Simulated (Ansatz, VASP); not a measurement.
**One calculation of AlN, two programs**

The input INCAR:

```
ALGO = Normal
EDIFF = 1E-6
ENCUT = 520
GGA = PS
ISIF = 2
ISMEAR = 0
LASPH = T
LCHARG = F
LREAL = F
LWAVE = F
NBANDS = 11
NELM = 80
PREC = Accurate
SIGMA = 0.05
```

File KPOINTS:

```
k-points
0
Gamma
  10 10 10
```

File POSCAR:

```
AlN
1.0
    0.0000000000      2.1886566781      2.1886566781
    2.1886566781      0.0000000000      2.1886566781
    2.1886566781      2.1886566781      0.0000000000
Al N
1 1
Direct
    0.0000000000      0.0135199671      0.0000000000
    0.7500000000      0.7239566280      0.7500000000
```

Input for Ansatz:

```yaml
crystal:
  lattice:
    - [0.0, 2.1886566781, 2.1886566781]
    - [2.1886566781, 0.0, 2.1886566781]
    - [2.1886566781, 2.1886566781, 0.0]
  atoms:
    - { symbol: Al, position: [0.0, 0.0135199671, 0.0] }
    - { symbol: "N", position: [0.75, 0.723956628, 0.75] }
basis:
  ecutwfc: 520.0
kpoints:
  mp_grid: { grid: [10, 10, 10] }
hamiltonian:
  xc: pbesol
  pseudopotentials: { kind: paw, azcp: { folder: soft_1 } }
scf:
  occupations: { method: gaussian, width: 0.05 }
output:
  forces: true
  stress: true
  eigenvalues: true
```

Change from the starting cell: mode 4 frozen in at -0.057 Å and mode 5 at -0.057 Å (largest displacements).

Alike in both runs: task single point; functional PBEsol; k mesh 10 × 10 × 10; occupations gaussian, width 0.05 eV; no spin polarisation.

|  | VASP | Ansatz |
| --- | --- | --- |
| version | VASP 6.6.1 | Ansatz 0.2.0 |
| potentials or method | VASP PAW PBE potentials, release 64 (Al, N), cutoff 520 eV | scalar-relativistic, plane waves, PAW |
| valence electrons in the cell | 8 | 8 |

VASP gave:

```
gap on the k mesh at the Fermi level (eV)                     : 2.86
least direct gap on the mesh (eV)                             : 3.74
pressure (GPa)                                                : 1.9
traceless stress, the component that is largest in VASP (GPa) : -6.26
rms of the force components (eV/Å)                            : 1.079
```

Task: What did Ansatz give for the same quantities?

Result: gap on the k mesh at the Fermi level (eV): 2.87; least direct gap on the mesh (eV): 3.72; pressure (GPa): 1.8; traceless stress, the component that is largest in VASP (GPa): -6.16; rms of the force components (eV/Å): 1.070.

VASP's potentials were made for PBE, not for PBEsol, and Ansatz warns of the same on its side. Atom by atom the forces differ by 0.009 eV/Å (rms over components). The functional is the same, so the differences come from potentials, cutoffs and numerics.
